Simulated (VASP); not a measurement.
# GaSi2Ir3 (P6/mmm) in VASP: settings compared

Aim: see how the results for GaSi2Ir3 move with the level of theory and the settings. Levels: revPBE+D3(BJ), PBEsol. Tasks: single point.

Program: VASP 6.6.1. These are calculated values, not measurements. Logs are shortened: lines on timing, memory, paths and dates and some standing lists are left out, and cuts for length are marked.

## Step 1: The cell of the first run

It takes space group P6/mmm (No. 191, hexagonal). The conventional cell has a = 5.417 Å, b = 5.417 Å, c = 3.679 Å, α = 90.00°, β = 90.00°, γ = 120.00°. Ir (site symmetry mmm) has 4 Si at 2.41 Å and 4 Ir at 2.71 Å and 4 Ga at 3.27 Å within 3.3 Å. Within 4.1 Å of Ga (site symmetry 6/mmm) lie 6 Si at 3.13 Å and 12 Ir at 3.27 Å and 2 Ga at 3.68 Å. Within 3.2 Å of Si (site symmetry -6m2) lie 6 Ir at 2.41 Å and 3 Si at 3.13 Å and 3 Ga at 3.13 Å.

## Step 2: Single point, revPBE+D3(BJ)

INCAR reads:

```
SYSTEM = GaSi2Ir3
PREC     = Accurate       ! precision mode
ENCUT    = 520            ! plane-wave cutoff, eV
EDIFF    = 1E-6           ! SCF threshold, eV
ISMEAR   = -1             ! smearing method
SIGMA    = 0.1            ! smearing width, eV
LREAL    = .FALSE.        ! projectors in reciprocal space
LASPH    = .TRUE.         ! aspherical terms in the spheres
NELM     = 100            ! most SCF steps
ALGO     = Normal         ! electronic algorithm
ISIF     = 2              ! what is computed and relaxed
LWAVE    = .FALSE.        ! write WAVECAR
LCHARG   = .FALSE.        ! write CHGCAR
GGA      = RE             ! functional
IVDW     = 12             ! dispersion correction
NBANDS   = 33             ! bands
```

KPOINTS reads:

```
Automatic mesh
0
G
  4 4 5
  0 0 0
```

POSCAR reads:

```
GaSi2Ir3
1.0
    2.7084249292      4.6911295859      0.0000000000
   -2.7084249292      4.6911295859      0.0000000000
    0.0000000000      0.0000000000      3.6789848720
Ir Ga Si
3 1 2
Direct
    0.5000000000      0.5000000000      0.5000000000
    0.5000000000      0.0000000000      0.5000000000
    0.0000000000      0.5000000000      0.5000000000
    0.0000000000      0.0000000000      0.0000000000
    0.3333333333      0.3333333333      0.0000000000
    0.6666666667      0.6666666667      0.0000000000
```

Potentials or basis: VASP PAW PBE potentials, release 64 (Ir, Ga_d, Si).

Started as:

```sh
cat potpaw_PBE.64/Ir/POTCAR potpaw_PBE.64/Ga_d/POTCAR potpaw_PBE.64/Si/POTCAR > POTCAR
mpirun -np 1 vasp_std > vasp.out
```

OUTCAR:

```text
SYSTEM = GaSi2Ir3
   PREC = Accurate
   ENCUT = 520
   EDIFF = 1E-6
   ISMEAR = -1
   LREAL = .FALSE.
   LASPH = .TRUE.
   NELM = 100
   ISIF = 2
   GGA = RE
   IVDW = 12
 IVDW          = 12

 ion  position               nearest neighbor table
   1  0.500  0.500  0.500-   5 2.41   6 2.41   5 2.41   6 2.41   2 2.71   3 2.71   2 2.71   3 2.71

   2  0.500  0.000  0.500-   5 2.41   6 2.41   5 2.41   6 2.41   3 2.71   3 2.71   1 2.71   1 2.71

   3  0.000  0.500  0.500-   5 2.41   6 2.41   5 2.41   6 2.41   2 2.71   2 2.71   1 2.71   1 2.71

   4  0.000  0.000  0.000-
   5  0.333  0.333  0.000-   2 2.41   3 2.41   2 2.41   3 2.41   1 2.41   1 2.41   6 3.13   6 3.13
                             6 3.13
   6  0.667  0.667  0.000-   2 2.41   3 2.41   2 2.41   3 2.41   1 2.41   1 2.41   5 3.13   5 3.13
                             5 3.13

  LATTYP: Found a hexagonal cell.
 ALAT       =     5.4168498584
 C/A-ratio  =     0.6791742375

  Lattice vectors:

 A1 = (   2.7084249292,  -4.6911295859,   0.0000000000)
 A2 = (   2.7084249292,   4.6911295859,   0.0000000000)
 A3 = (   0.0000000000,   0.0000000000,   3.6789848720)

Analysis of symmetry for initial positions (statically):
=====================================================================
 Subroutine PRICEL returns:
 Original cell was already a primitive cell.

 Routine SETGRP: Setting up the symmetry group for a
 hexagonal supercell.

 Subroutine GETGRP returns: Found 24 space group operations
 (whereof 24 operations were pure point group operations)
 out of a pool of 24 trial point group operations.

The static configuration has the point symmetry D_6h.

Analysis of symmetry for dynamics (positions and initial velocities):
=====================================================================
 Subroutine PRICEL returns:
 Original cell was already a primitive cell.

 Routine SETGRP: Setting up the symmetry group for a
 hexagonal supercell.

 Subroutine GETGRP returns: Found 24 space group operations
 (whereof 24 operations were pure point group operations)
 out of a pool of 24 trial point group operations.

The dynamic configuration has the point symmetry D_6h.

 Subroutine INISYM returns: Found 24 space group operations
 (whereof 24 operations are pure point group operations),
 and found     1 'primitive' translations

----------------------------------------------------------------------------------------

                                     Primitive cell

  volume of cell :      93.4872

  direct lattice vectors                    reciprocal lattice vectors
     2.708424929  4.691129586  0.000000000     0.184609141  0.106584137  0.000000000
    -2.708424929  4.691129586  0.000000000    -0.184609141  0.106584137  0.000000000
     0.000000000  0.000000000  3.678984872     0.000000000  0.000000000  0.271814110

  length of vectors
     5.416849858  5.416849858  3.678984872     0.213168275  0.213168275  0.271814110

  position of ions in fractional coordinates (direct lattice)
     0.500000000  0.500000000  0.500000000
     0.500000000  0.000000000  0.500000000
     0.000000000  0.500000000  0.500000000
     0.000000000  0.000000000  0.000000000
     0.333333333  0.333333333  0.000000000
     0.666666667  0.666666667  0.000000000

  ion indices of the primitive-cell ions
   primitive index   ion index
                 1           1
                 2           2
                 3           3
                 4           4
                 5           5
                 6           6

----------------------------------------------------------------------------------------

 KPOINTS: Automatic mesh

Automatic generation of k-mesh.
 Grid dimensions read from file:
 generate k-points for:    4    4    5

 Generating k-lattice:

  Cartesian coordinates                     Fractional coordinates (reciprocal lattice)
     0.046152285  0.026646034  0.000000000     0.250000000  0.000000000  0.000000000
    -0.046152285  0.026646034  0.000000000     0.000000000  0.250000000  0.000000000
     0.000000000  0.000000000  0.054362822     0.000000000  0.000000000  0.200000000

  Length of vectors
     0.053292069  0.053292069  0.054362822

  Shift w.r.t. Gamma in fractional coordinates (k-lattice)
     0.000000000  0.000000000  0.000000000

 Subroutine IBZKPT returns following result:
 ===========================================

 Found     12 irreducible k-points:

 Following reciprocal coordinates:
            Coordinates               Weight
  0.000000  0.000000  0.000000      1.000000
  0.250000  0.000000  0.000000      6.000000
  0.500000  0.000000  0.000000      3.000000
  0.500000  0.250000  0.000000      6.000000
  0.000000  0.000000  0.200000      2.000000
  0.250000  0.000000  0.200000     12.000000
  0.500000  0.000000  0.200000      6.000000
  0.500000  0.250000  0.200000     12.000000
  0.000000  0.000000  0.400000      2.000000
  0.250000  0.000000  0.400000     12.000000
  0.500000  0.000000  0.400000      6.000000
  0.500000  0.250000  0.400000     12.000000
   k-points           NKPTS =     12   k-points in BZ     NKDIM =     12   number of bands    NBANDS=     33
   number of dos      NEDOS =    301   number of ions     NIONS =      6
   total plane-waves  NPLWV =  44800
   dimension x,y,z NGX =    40 NGY =   40 NGZ =   28
   dimension x,y,z NGXF=    80 NGYF=   80 NGZF=   56
   ions per type =               3   1   2
   NGX,Y,Z   is equivalent  to a cutoff of  12.28, 12.28, 12.65 a.u.
   NGXF,Y,Z  is equivalent  to a cutoff of  24.55, 24.55, 25.31 a.u.
 SYSTEM =  GaSi2Ir3
   PREC   = accura    normal or accurate (medium, high low for compatibility)
   ISTART =      0    job   : 0-new  1-cont  2-samecut
   ICHARG =      2    charge: 1-file 2-atom 10-const
   ISPIN  =      1    spin polarized calculation?
   LNONCOLLINEAR =      F non collinear calculations
   LSORBIT =      F    spin-orbit coupling
   LASPH  =      T    aspherical Exc in radial PAW
   ENCUT  =  520.0 eV  38.22 Ry    6.18 a.u.  10.07 10.07  6.84*2*pi/ulx,y,z
   NELM   =    100;   NELMIN=  2; NELMDL= -5     # of ELM steps
   EDIFF  = 0.1E-05   stopping-criterion for ELM
   LREAL  =      F    real-space projection
   EDIFFG = 0.1E-04   stopping-criterion for IOM
   NSW    =      0    number of steps for IOM
   IBRION =     -1    ionic relax: 0-MD 1-quasi-New 2-CG
   NFREE  =      0    steps in history (QN), initial steepest desc. (CG)
   ISIF   =      2    stress and relaxation
   ISYM   =      2    0-nonsym 1-usesym 2-fastsym
   POTIM  = 0.5000    time-step for ionic-motion
   TEBEG  =    0.0;   TEEND  =   0.0 temperature during run
   PSTRESS=    0.0 pullay stress
   NELECT =      48.0000    total number of electrons
   NUPDOWN=      -1.0000    fix difference up-down
   EMIN   =  10.00;   EMAX   =-10.00  energy-range for DOS
   EFERMI =   0.00;   METHOD = LEGACY
   ISMEAR =    -1;   SIGMA  =   0.10  broadening in eV -4-tet -1-fermi 0-gaus
   EFERMI_NEDOS =   21; number of points for ismear=-14 and -15
   IALGO  =     38    algorithm
   IMIX   =      4    mixing-type and parameters
     AMIX     =   0.40;   BMIX     =  1.00
     AMIX_MAG =   1.60;   BMIX_MAG =  1.00
  volume/ion in A,a.u.               =      15.58       105.15
  Fermi-wavevector in a.u.,A,eV,Ry     =   1.310905  2.477251 23.381224  1.718471
  Thomas-Fermi vector in A             =   2.441403
   LORBIT       =      0    0 simple, 1 ext, 2 COOP (PROOUT), +10 PAW based schemes
   GGA     = RE    functional components
   LHFCALC =     F    Hartree Fock is set to
   AEXX    =    0.0000 exact exchange contribution
   IVDW    =    12    specifies the selected vdW correction
   LEPSILON=     F    determine dielectric tensor
   LRPA    =     F    only Hartree local field effects (RPA)
 non-spin polarized calculation
  energy-cutoff  :      520.00
  volume of cell :       93.49
 maximum number of plane-waves:      2534
   NGX = 21   NGY = 21   NGZ = 13

 number of electron      47.9999984 magnetization

 Free energy of the ion-electron system (eV)
  ---------------------------------------------------
  ext. energy  EPLUGINS =         0.00000000
  ---------------------------------------------------
  free energy    TOTEN  =       -38.80806305 eV

  energy without entropy =      -38.72665123  energy(sigma->0) =      -38.76735714

 E-fermi :   8.2994     XC(G=0): -12.0910

 val. band max:        8.1809382794   @ k =   0.2500   0.0000   0.4000
 cond. band min:       8.3984852108   @ k =   0.2500   0.0000   0.4000
 fundamental gap:      0.2175469314
 Fermi energy:         8.2993688803

 k-point     1 :       0.0000    0.0000    0.0000
  band No.  band energies     occupation
      1      -6.2911      2.00000
      2      -6.2841      2.00000
      3      -6.2841      2.00000
      4      -6.2533      2.00000
      5      -6.2533      2.00000
      6      -4.1059      2.00000
[... 25 lines left out ...]
     32      14.3336      0.00000
     33      15.2208      0.00000

 k-point     2 :       0.2500    0.0000    0.0000
  band No.  band energies     occupation
      1      -6.2877      2.00000
      2      -6.2836      2.00000
      3      -6.2805      2.00000
      4      -6.2528      2.00000
      5      -6.2522      2.00000
      6      -3.6861      2.00000
[... 25 lines left out ...]
     32      15.0145      0.00000
     33      15.0866      0.00000

 k-point     3 :       0.5000    0.0000    0.0000
  band No.  band energies     occupation
      1      -6.2879      2.00000
      2      -6.2803      2.00000
      3      -6.2768      2.00000
      4      -6.2524      2.00000
      5      -6.2510      2.00000
      6      -2.9043      2.00000
[... 25 lines left out ...]
     32      14.1166      0.00000
     33      15.0182      0.00000

 k-point     4 :       0.5000    0.2500    0.0000
  band No.  band energies     occupation
      1      -6.2836      2.00000
      2      -6.2832      2.00000
      3      -6.2784      2.00000
      4      -6.2520      2.00000
      5      -6.2513      2.00000
      6      -2.9350      2.00000
[... 25 lines left out ...]
     32      14.1413      0.00000
     33      14.6629      0.00000

 k-point     5 :       0.0000    0.0000    0.2000
  band No.  band energies     occupation
      1      -6.2817      2.00000
      2      -6.2817      2.00000
      3      -6.2765      2.00000
      4      -6.2578      2.00000
      5      -6.2578      2.00000
      6      -3.5715      2.00000
[... 25 lines left out ...]
     32      14.6415      0.00000
     33      15.0710      0.00000

 k-point     6 :       0.2500    0.0000    0.2000
  band No.  band energies     occupation
      1      -6.2832      2.00000
      2      -6.2793      2.00000
      3      -6.2728      2.00000
      4      -6.2582      2.00000
      5      -6.2578      2.00000
      6      -3.1683      2.00000
[... 25 lines left out ...]
     32      14.0555      0.00000
     33      14.5238      0.00000

 k-point     7 :       0.5000    0.0000    0.2000
  band No.  band energies     occupation
      1      -6.2849      2.00000
      2      -6.2769      2.00000
      3      -6.2691      2.00000
      4      -6.2588      2.00000
      5      -6.2580      2.00000
      6      -2.4392      2.00000
[... 25 lines left out ...]
     32      13.7174      0.00000
     33      13.9115      0.00000

 k-point     8 :       0.5000    0.2500    0.2000
  band No.  band energies     occupation
      1      -6.2826      2.00000
      2      -6.2791      2.00000
      3      -6.2694      2.00000
      4      -6.2585      2.00000
      5      -6.2580      2.00000
      6      -2.4691      2.00000
[... 25 lines left out ...]
     32      14.1230      0.00000
     33      14.7889      0.00000

 k-point     9 :       0.0000    0.0000    0.4000
  band No.  band energies     occupation
      1      -6.2779      2.00000
      2      -6.2779      2.00000
      3      -6.2650      2.00000
      4      -6.2650      2.00000
      5      -6.2536      2.00000
      6      -2.0934      2.00000
[... 25 lines left out ...]
     32      13.0890      0.00000
     33      14.1354      0.00000

 k-point    10 :       0.2500    0.0000    0.4000
  band No.  band energies     occupation
      1      -6.2801      2.00000
      2      -6.2775      2.00000
      3      -6.2680      2.00000
      4      -6.2659      2.00000
      5      -6.2513      2.00000
      6      -1.7609      2.00000
[... 25 lines left out ...]
     32      13.7424      0.00000
     33      15.1944      0.00000

 k-point    11 :       0.5000    0.0000    0.4000
  band No.  band energies     occupation
      1      -6.2824      2.00000
      2      -6.2770      2.00000
      3      -6.2710      2.00000
      4      -6.2669      2.00000
      5      -6.2490      2.00000
      6      -1.2886      2.00000
[... 25 lines left out ...]
     32      13.8831      0.00000
     33      14.1314      0.00000

 k-point    12 :       0.5000    0.2500    0.4000
  band No.  band energies     occupation
      1      -6.2810      2.00000
      2      -6.2784      2.00000
      3      -6.2699      2.00000
      4      -6.2678      2.00000
      5      -6.2491      2.00000
      6      -1.3150      2.00000
[... 25 lines left out ...]
     32      13.7570      0.00000
     33      14.3827      0.00000

------------------------ aborting loop because EDIFF is reached ----------------------------------------

 Edisp (eV)   -5.84782

 E8    (eV) :    -4.1473

  FORCE on cell =-STRESS in cart. coord.  units (eV):
  Direction    XX          YY          ZZ          XY          YZ          ZX
  --------------------------------------------------------------------------------------
  -------------------------------------------------------------------------------------
  Total       0.24118     0.24118     0.25839     0.00000    -0.00000    -0.00000
  in kB       4.13331     4.13331     4.42830     0.00000    -0.00000    -0.00000
  external pressure =        4.23 kB  Pullay stress =        0.00 kB

 VOLUME and BASIS-vectors are now :
 -----------------------------------------------------------------------------
  energy-cutoff  :      520.00
  volume of cell :       93.49
      direct lattice vectors                 reciprocal lattice vectors
     2.708424929  4.691129586  0.000000000     0.184609141  0.106584137  0.000000000
    -2.708424929  4.691129586  0.000000000    -0.184609141  0.106584137  0.000000000
     0.000000000  0.000000000  3.678984872     0.000000000  0.000000000  0.271814110

 POSITION                                       TOTAL-FORCE (eV/Angst)
 -----------------------------------------------------------------------------------
      0.00000      4.69113      1.83949        -0.000000      0.000000      0.000000
      1.35421      2.34556      1.83949        -0.000000     -0.000000      0.000000
     -1.35421      2.34556      1.83949        -0.000000     -0.000000      0.000000
      0.00000      0.00000      0.00000        -0.000000     -0.000000      0.000000
      0.00000      3.12742      0.00000        -0.000000     -0.000000      0.000000
      0.00000      6.25484      0.00000         0.000000      0.000000     -0.000000
 -----------------------------------------------------------------------------------
    total drift:                               -0.000000      0.000000     -0.000000

  FREE ENERGIE OF THE ION-ELECTRON SYSTEM (eV)
  ---------------------------------------------------
  free  energy   TOTEN  =       -44.6558828078 eV

  energy  without entropy=      -44.5744709924  energy(sigma->0) =      -44.61517690
```

It took 17 s on 1 thread of Intel Xeon 6975P-C (Granite Rapids), shared host; peak memory 0.22 GiB.

Results:

- Free energy: -44.6559 eV
- Pressure: 0.4 GPa
- Band gap on the k mesh: zero (bands 24 and 25 overlap by 1.90 eV)
- Dispersion energy per atom: -0.975 eV

Levels at points of the mesh, in eV from the Fermi level:
| k point | band 22 | band 23 | band 24 | band 25 | band 26 | band 27 |
| --- | --- | --- | --- | --- | --- | --- |
| (0.00, 0.00, 0.00) | -0.49 | -0.49 | -0.45 | -0.18 | 1.97 | 3.74 |
| (0.50, 0.00, 0.00) | -0.72 | -0.71 | 0.99 | 1.88 | 2.46 | 2.57 |

Caveat: the PAW data sets were made with another functional, which shifts forces and pressure a little; spin-orbit coupling is left out, which moves the levels of the heavy elements.

(Part 1 of 2 ends here.)
